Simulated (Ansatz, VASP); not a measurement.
One calculation of Rh, two programs

Contents of POSCAR:

```
Rh
1.0
    2.6691192667      0.0000000000      0.0000000000
   -1.3345596333      2.3115298301      0.0000000000
    0.0000000000      0.0000000000      8.7241331430
Rh
4
Direct
    0.0000000000      0.0000000000      0.0000000000
    0.3333333333      0.6666666667      0.2500000000
    0.0000000000      0.0000000000      0.5000000000
    0.6666666667      0.3333333333      0.7500000000
```

The input INCAR.step1:

```
ALGO = Normal
EDIFF = 1E-5
ENCUT = 680
GGA = PE
GGA_COMPAT = False
ISMEAR = 1
LASPH = True
LCHARG = False
LREAL = False
LWAVE = True
NBANDS = 42
NELM = 120
PREC = Accurate
SIGMA = 0.1
```

INCAR.step2

```
ALGO = Normal
EDIFF = 1E-6
ENCUT = 680
GGA_COMPAT = False
ISIF = 2
ISMEAR = 1
ISTART = 1
LASPH = True
LCHARG = False
LMIXTAU = True
LREAL = False
LWAVE = False
METAGGA = R2SCAN
NBANDS = 42
NELM = 120
PREC = Accurate
SIGMA = 0.1
```

KPOINTS

```
k-points
0
Gamma
  10 10 3
```

Input for Ansatz:

```yaml
crystal:
  lattice:
    - [2.6691192666655743, 0.0, 0.0]
    - [-1.3345596333327872, 2.3115298301134035, 0.0]
    - [0.0, 0.0, 8.72413314304962]
  atoms:
    - { symbol: Rh, position: [0.0, 0.0, 0.0] }
    - { symbol: Rh, position: [0.3333333333333333, 0.6666666666666666, 0.25] }
    - { symbol: Rh, position: [0.0, 0.0, 0.5] }
    - { symbol: Rh, position: [0.6666666666666666, 0.3333333333333333, 0.75] }
basis:
  ecutwfc: 600.0
kpoints:
  mp_grid:
    grid: [10, 10, 3]
hamiltonian:
  xc: r2scan
scf:
  occupations:
    method: methfessel_paxton
output:
  stress: true
```

Alike in both runs: task single point; functional r2SCAN; k mesh 10 × 10 × 3; no spin polarisation.

|  | VASP | Ansatz |
| --- | --- | --- |
| version | VASP 6.6.1 | Ansatz 0.2.0 |
| potentials or method | VASP PAW PBE potentials, release 64 (Rh_sv_GW), cutoff 680 eV | plane waves, PAW |
| occupations | methfessel-paxton of order 1, width 0.1 eV | methfessel-paxton of order 1 |
| valence electrons in the cell | 68 | 68 |

|  | VASP | Ansatz | Ansatz less VASP |
| --- | --- | --- | --- |
| pressure (GPa) | 6.0 | 6.0 | -0.05 |
| traceless stress, the component that is largest in VASP (GPa) | 0.58 | 0.60 | +0.020 |

VASP's potentials were made for PBE, not for r2SCAN. Ansatz's warnings: structure snapped to symmetry.
